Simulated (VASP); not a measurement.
# Pd (Im-3m) in VASP: notebook, part 2 of 2

VASP 6.6.1. The steps go on from the part before.

## 5. Single point, RPBE

Input file INCAR:

```
PREC = Accurate
ENCUT = 520
EDIFF = 1E-6
ISMEAR = -1
SIGMA = 0.1
LREAL = False
LASPH = True
NELM = 100
ALGO = Normal
ISIF = 2
LWAVE = False
LCHARG = False
GGA = RP
NBANDS = 11
```

Input file KPOINTS:

```
regular mesh
0
Gamma
  16 16 16
```

Input file POSCAR:

```
Pd
1.0
   -1.5853525020      1.5853525020      1.5853525020
    1.5853525020     -1.5853525020      1.5853525020
    1.5853525020      1.5853525020     -1.5853525020
Pd
1
Direct
    0.0000000000      0.0000000000      0.0000000000
```

Potentials or basis: VASP PAW PBE potentials, release 64 (Pd).

Started as:

```
$ cat potpaw_PBE.64/Pd/POTCAR > POTCAR
$ mpirun -np 1 vasp_std > vasp.out
```

OUTCAR:

```text
PREC = Accurate
   ENCUT = 520
   EDIFF = 1E-6
   ISMEAR = -1
   LREAL = False
   LASPH = True
   NELM = 100
   ISIF = 2
   GGA = RP

 ion  position               nearest neighbor table
   1  0.000  0.000  0.000-

  LATTYP: Found a body centered cubic cell.
 ALAT       =     3.1707050040

  Lattice vectors:

 A1 = (  -1.5853525020,   1.5853525020,   1.5853525020)
 A2 = (   1.5853525020,  -1.5853525020,   1.5853525020)
 A3 = (   1.5853525020,   1.5853525020,  -1.5853525020)

Analysis of symmetry for initial positions (statically):
=====================================================================
 Subroutine PRICEL returns:
 Original cell was already a primitive cell.

 Routine SETGRP: Setting up the symmetry group for a
 body centered cubic supercell.

 Subroutine GETGRP returns: Found 48 space group operations
 (whereof 48 operations were pure point group operations)
 out of a pool of 48 trial point group operations.

The static configuration has the point symmetry O_h .

Analysis of symmetry for dynamics (positions and initial velocities):
=====================================================================
 Subroutine PRICEL returns:
 Original cell was already a primitive cell.

 Routine SETGRP: Setting up the symmetry group for a
 body centered cubic supercell.

 Subroutine GETGRP returns: Found 48 space group operations
 (whereof 48 operations were pure point group operations)
 out of a pool of 48 trial point group operations.

The dynamic configuration has the point symmetry O_h .

 Subroutine INISYM returns: Found 48 space group operations
 (whereof 48 operations are pure point group operations),
 and found     1 'primitive' translations

----------------------------------------------------------------------------------------

                                     Primitive cell

  volume of cell :      15.9381

  direct lattice vectors                    reciprocal lattice vectors
    -1.585352502  1.585352502  1.585352502     0.000000000  0.315387272  0.315387272
     1.585352502 -1.585352502  1.585352502     0.315387272  0.000000000  0.315387272
     1.585352502  1.585352502 -1.585352502     0.315387272  0.315387272  0.000000000

  length of vectors
     2.745911081  2.745911081  2.745911081     0.446024957  0.446024957  0.446024957

  position of ions in fractional coordinates (direct lattice)
     0.000000000  0.000000000  0.000000000

  ion indices of the primitive-cell ions
   primitive index   ion index
                 1           1

----------------------------------------------------------------------------------------

 KPOINTS: regular mesh

Automatic generation of k-mesh.
 Grid dimensions read from file:
 generate k-points for:   16   16   16

 Generating k-lattice:

  Cartesian coordinates                     Fractional coordinates (reciprocal lattice)
     0.000000000  0.019711704  0.019711704     0.062500000  0.000000000  0.000000000
     0.019711704  0.000000000  0.019711704     0.000000000  0.062500000  0.000000000
     0.019711704  0.019711704  0.000000000     0.000000000  0.000000000  0.062500000

  Length of vectors
     0.027876560  0.027876560  0.027876560

  Shift w.r.t. Gamma in fractional coordinates (k-lattice)
     0.000000000  0.000000000  0.000000000

 Subroutine IBZKPT returns following result:
 ===========================================

 Found    145 irreducible k-points:

 Following reciprocal coordinates:
            Coordinates               Weight
  0.000000  0.000000  0.000000      1.000000
  0.062500  0.000000  0.000000     12.000000
  0.125000  0.000000  0.000000     12.000000
  0.187500  0.000000  0.000000     12.000000
  0.250000  0.000000  0.000000     12.000000
  0.312500  0.000000  0.000000     12.000000
[... 16 lines left out ...]
  0.187500  0.187500  0.000000     24.000000
  0.250000  0.187500  0.000000     48.000000
 [... further k-points ...]
   k-points           NKPTS =    145   k-points in BZ     NKDIM =    145   number of bands    NBANDS=     11
   number of dos      NEDOS =    301   number of ions     NIONS =      1
   total plane-waves  NPLWV =   8000
   dimension x,y,z NGX =    20 NGY =   20 NGZ =   20
   dimension x,y,z NGXF=    40 NGYF=   40 NGZF=   40
   ions per type =               1
   NGX,Y,Z   is equivalent  to a cutoff of  12.11, 12.11, 12.11 a.u.
   NGXF,Y,Z  is equivalent  to a cutoff of  24.22, 24.22, 24.22 a.u.
 SYSTEM =  unknown system
   PREC   = accura    normal or accurate (medium, high low for compatibility)
   ISTART =      0    job   : 0-new  1-cont  2-samecut
   ICHARG =      2    charge: 1-file 2-atom 10-const
   ISPIN  =      1    spin polarized calculation?
   LNONCOLLINEAR =      F non collinear calculations
   LSORBIT =      F    spin-orbit coupling
   LASPH  =      T    aspherical Exc in radial PAW
   ENCUT  =  520.0 eV  38.22 Ry    6.18 a.u.   5.11  5.11  5.11*2*pi/ulx,y,z
   NELM   =    100;   NELMIN=  2; NELMDL= -5     # of ELM steps
   EDIFF  = 0.1E-05   stopping-criterion for ELM
   LREAL  =      F    real-space projection
   EDIFFG = 0.1E-04   stopping-criterion for IOM
   NSW    =      0    number of steps for IOM
   IBRION =     -1    ionic relax: 0-MD 1-quasi-New 2-CG
   NFREE  =      0    steps in history (QN), initial steepest desc. (CG)
   ISIF   =      2    stress and relaxation
   ISYM   =      2    0-nonsym 1-usesym 2-fastsym
   POTIM  = 0.5000    time-step for ionic-motion
   TEBEG  =    0.0;   TEEND  =   0.0 temperature during run
   PSTRESS=    0.0 pullay stress
   NELECT =      10.0000    total number of electrons
   NUPDOWN=      -1.0000    fix difference up-down
   EMIN   =  10.00;   EMAX   =-10.00  energy-range for DOS
   EFERMI =   0.00;   METHOD = LEGACY
   ISMEAR =    -1;   SIGMA  =   0.10  broadening in eV -4-tet -1-fermi 0-gaus
   EFERMI_NEDOS =   21; number of points for ismear=-14 and -15
   IALGO  =     38    algorithm
   IMIX   =      4    mixing-type and parameters
     AMIX     =   0.40;   BMIX     =  1.00
     AMIX_MAG =   1.60;   BMIX_MAG =  1.00
  volume/ion in A,a.u.               =      15.94       107.56
  Fermi-wavevector in a.u.,A,eV,Ry     =   1.401508  2.648467 26.724909  1.964225
  Thomas-Fermi vector in A             =   2.524363
   LORBIT       =      0    0 simple, 1 ext, 2 COOP (PROOUT), +10 PAW based schemes
   GGA     = RP    functional components
   LHFCALC =     F    Hartree Fock is set to
   AEXX    =    0.0000 exact exchange contribution
   IVDW    =     0    specifies the selected vdW correction
   LEPSILON=     F    determine dielectric tensor
   LRPA    =     F    only Hartree local field effects (RPA)
 non-spin polarized calculation
  energy-cutoff  :      520.00
  volume of cell :       15.94
 maximum number of plane-waves:       456
   NGX = 11   NGY = 11   NGZ = 11

 number of electron      10.0000000 magnetization

 number of electron       9.9999999 magnetization

 Free energy of the ion-electron system (eV)
  ---------------------------------------------------
  ext. energy  EPLUGINS =         0.00000000
  ---------------------------------------------------
  free energy    TOTEN  =        -4.60987858 eV

  energy without entropy =       -4.56464644  energy(sigma->0) =       -4.58726251

 E-fermi :   8.6641     XC(G=0): -12.5866

 val. band max:        8.6506253240   @ k =  -0.3750   0.4375   0.1250
 cond. band min:       8.6732863877   @ k =   0.5000   0.5000   0.4375
 fundamental gap:      0.0226610637
 Fermi energy:         8.6640641935

 k-point     1 :       0.0000    0.0000    0.0000
  band No.  band energies     occupation
      1       2.1396      2.00000
      2       6.0335      2.00000
      3       6.0335      2.00000
      4       6.0335      2.00000
      5       7.7947      1.99966
      6       7.7947      1.99966
      7      27.8521      0.00000
      8      27.8521      0.00000
      9      27.8521      0.00000
     10      35.6078      0.00000
     11      35.6080      0.00000

 k-point     2 :       0.0625    0.0000    0.0000
  band No.  band energies     occupation
      1       2.2800      2.00000
      2       5.9887      2.00000
      3       6.0360      2.00000
      4       6.1289      2.00000
      5       7.7427      1.99980
      6       7.7980      1.99965
      7      27.7186      0.00000
      8      27.8623      0.00000
      9      28.0086      0.00000
     10      34.1801      0.00000
     11      34.7670      0.00000
[... 295 lines left out ...]
 k-point    24 :       0.2500    0.1875    0.0000
  band No.  band energies     occupation
      1       4.6415      2.00000
      2       5.3597      2.00000
      3       6.2012      2.00000
      4       7.4935      1.99998
      5       8.0937      1.99336
      6      10.1419      0.00000
      7      20.2980      0.00000
      8      21.9339      0.00000
      9      26.2037      0.00000
     10      30.6047      0.00000
     11      34.2730      0.00000

 [... further k-points ...]
[... 5 lines left out ...]
  --------------------------------------------------------------------------------------
  -------------------------------------------------------------------------------------
  Total       -0.0272213     -0.0272213     -0.0272213     -0.0000000      0.0000000      0.0000000
  in kB       -2.7364138     -2.7364138     -2.7364138     -0.0000000      0.0000000      0.0000000
  external PRESSURE =      -2.7364138 kB  Pullay stress =       0.0000000 kB

 VOLUME and BASIS-vectors are now :
 -----------------------------------------------------------------------------
  energy-cutoff  :      520.00
  volume of cell :       15.94
      direct lattice vectors                 reciprocal lattice vectors
    -1.585352502  1.585352502  1.585352502     0.000000000  0.315387272  0.315387272
     1.585352502 -1.585352502  1.585352502     0.315387272  0.000000000  0.315387272
     1.585352502  1.585352502 -1.585352502     0.315387272  0.315387272  0.000000000

 POSITION                                       TOTAL-FORCE (eV/Angst)
 -----------------------------------------------------------------------------------
      0.00000      0.00000      0.00000         0.000000      0.000000     -0.000000
 -----------------------------------------------------------------------------------
    total drift:                               -0.000000     -0.000000      0.000000

  FREE ENERGIE OF THE ION-ELECTRON SYSTEM (eV)
  ---------------------------------------------------
  free  energy   TOTEN  =        -4.6098785815 eV

  energy  without entropy=       -4.5646464382  energy(sigma->0) =       -4.58726251
```

Wall time 47 s (1 thread of AMD EPYC 7R13, shared host); peak memory 0.11 GiB.

What came out:

- Free energy: -4.6099 eV
- Pressure: -0.3 GPa
- Band gap on the k mesh: zero (band 5 reaches 9.17 eV, above the bottom of band 6 at 7.70 eV)

Caveat: the PAW data sets were made with another functional, which shifts forces and pressure a little.

## 6. Single point, RPBE (volume scaled by 1.04)

Input file INCAR:

```
PREC = Accurate ; ENCUT = 520
EDIFF = 1E-7 ; ISMEAR = -1
SIGMA = 0.1 ; LREAL = F
LASPH = T ; NELM = 60
ALGO = Normal ; ISIF = 2
LWAVE = F ; LCHARG = T
GGA = RP ; LELF = T
LVHAR = T ; NBANDS = 11
```

KPOINTS is that of step 5.

Input file POSCAR:

```
Pd
1.0
   -1.6062147957      1.6062147957      1.6062147957
    1.6062147957     -1.6062147957      1.6062147957
    1.6062147957      1.6062147957     -1.6062147957
Pd
1
Direct
    0.0000000000      0.0000000000      0.0000000000
```

Potentials or basis: VASP PAW PBE potentials, release 64 (Pd).

Started as:

```
$ cat potpaw_PBE.64/Pd/POTCAR > POTCAR
$ mpirun -np 1 vasp_std > vasp.out
```

It took 80 s on 1 thread of AMD EPYC 7R13, shared host; peak memory 0.13 GiB.

It converged, with:

```
Free energy            : -4.5988 eV
Pressure               : -5.2 GPa
Band gap on the k mesh : zero (band 5 reaches 8.54 eV, above the bottom of band 6 at 7.18 eV)
```

Levels at points of the mesh, in eV from the Fermi level:
| k point | band 1 | band 2 | band 3 | band 4 | band 5 | band 6 | band 7 | band 8 | band 9 | band 10 |
| --- | --- | --- | --- | --- | --- | --- | --- | --- | --- | --- |
| (0.00, 0.00, 0.00) | -6.25 | -2.48 | -2.48 | -2.48 | -0.82 | -0.82 | 19.07 | 19.07 | 19.07 | 26.44 |
| (0.50, 0.00, 0.00) | -4.45 | -3.47 | -0.88 | -0.63 | 0.47 | 1.63 | 7.05 | 14.83 | 16.77 | 22.70 |
| (0.50, 0.50, 0.50) | -4.36 | -4.36 | 0.15 | 0.15 | 0.15 | 8.85 | 8.85 | 8.85 | 15.94 | 16.33 |

Caveat: the cell differs from its parent crystal (volume scaled by 1.04); the PAW data sets were made with another functional, which shifts forces and pressure a little.

## 7. Relaxation of cell and atoms, RPBE

This run uses another cell than the first one, of 14.71 Å³/atom, 0.923 times its volume.

Input file INCAR:

```
PREC = Accurate
ENCUT = 600
EDIFF = 1E-7
ISMEAR = -1
SIGMA = 0.1
LREAL = False
LASPH = True
NELM = 80
ALGO = Normal
ISIF = 3
LWAVE = False
LCHARG = False
GGA = RP
IBRION = 2
NSW = 80
EDIFFG = -0.01
```

Input file KPOINTS:

```
regular mesh
0
Gamma
  14 14 14
```

Input file POSCAR:

```
Pd
1.0
   -1.5436681530      1.5436681530      1.5436681530
    1.5436681530     -1.5436681530      1.5436681530
    1.5436681530      1.5436681530     -1.5436681530
Pd
1
Direct
    0.0000000000      0.0000000000      0.0000000000
```

Started as:

```
$ cat potpaw_PBE.64/Pd/POTCAR > POTCAR
$ mpirun -np 1 vasp_std > vasp.out
```

It took 2.1 min on 1 thread of AMD EPYC 7R13, shared host; peak memory 0.13 GiB.

It converged, with:

| Quantity | Value |
| --- | --- |
| Free energy | -4.6064 eV |
| Relaxed volume | 15.91 Å³/atom |
| Relaxed cell | a = 2.744 Å, b = 2.744 Å, c = 2.744 Å, α = 109.47°, β = 109.47°, γ = 109.47° |
| Space group after relaxing (to 0.05 Å) | Im-3m (No. 229) |
| Energy gained by relaxing | 47.1 meV/atom |
| Ionic steps | 4 |
| Pressure after relaxing | 0.0 GPa |
| Band gap on the k mesh | zero (band 5 reaches 9.20 eV, above the bottom of band 6 at 7.72 eV) |

Step by step:
```
step  energy change (eV)  largest force (eV/Å)  pressure (GPa)  volume (Å³)
   1              0.0000                0.0000           13.83        14.71
   2              0.0163                0.0000          -10.75        17.59
   3             -0.0471                0.0000           -0.23        15.93
   4             -0.0471                0.0000           -0.01        15.91
```

Final structure:
```cif
data_structure
_symmetry_space_group_name_H-M 'P 1'
_symmetry_Int_Tables_number 1
_cell_length_a 2.7440
_cell_length_b 2.7440
_cell_length_c 2.7440
_cell_angle_alpha 109.471
_cell_angle_beta 109.471
_cell_angle_gamma 109.471
_cell_volume 15.91
loop_
_atom_site_label
_atom_site_type_symbol
_atom_site_fract_x
_atom_site_fract_y
_atom_site_fract_z
_atom_site_occupancy
Pd1 Pd 0.00000 0.00000 0.00000 1
```

Levels at points of the mesh, in eV from the Fermi level:
```tsv
k point	band 1	band 2	band 3	band 4	band 5	band 6	band 7	band 8	band 9
(0.00, 0.00, 0.00)	-6.52	-2.63	-2.63	-2.63	-0.86	-0.86	19.21	19.21	19.21
(0.50, 0.00, 0.00)	-4.72	-3.69	-0.93	-0.66	0.52	1.57	7.39	14.97	17.20
(0.50, 0.50, 0.50)	-4.65	-4.65	0.18	0.18	0.18	9.02	9.02	9.02	16.62
```

Caveat: the PAW data sets were made with another functional, which shifts forces and pressure a little.

## 8. Summary

```tsv
task	cell	k mesh	cutoff (eV)	gap on the mesh (eV)	pressure (GPa)
single point	a = 2.746 Å, angles 109.5°, 1 atom	14 × 14 × 14	520	none	-0.2
single point	a = 2.631 Å, angles 109.5°, 1 atom	16 × 16 × 16	520	none	25.5
single point	a = 2.709 Å, angles 109.5°, 1 atom	16 × 16 × 16	520	none	6.2
single point	a = 2.746 Å, angles 109.5°, 1 atom	16 × 16 × 16	520	none	-0.3
single point	a = 2.782 Å, angles 109.5°, 1 atom	16 × 16 × 16	520	none	-5.2
relaxation of cell and atoms	relaxed from a = 2.674 Å, angles 109.5°, 1 atom	14 × 14 × 14	600	none	0.0
```

Alike in all rows: level RPBE; potentials or basis VASP PAW PBE potentials, release 64 (Pd); no spin polarisation; smearing fermi-dirac 0.1 eV.

Caveats: the PAW data sets were made with another functional, which shifts forces and pressure a little.

Absolute energies hang on the potentials; compare differences alone.
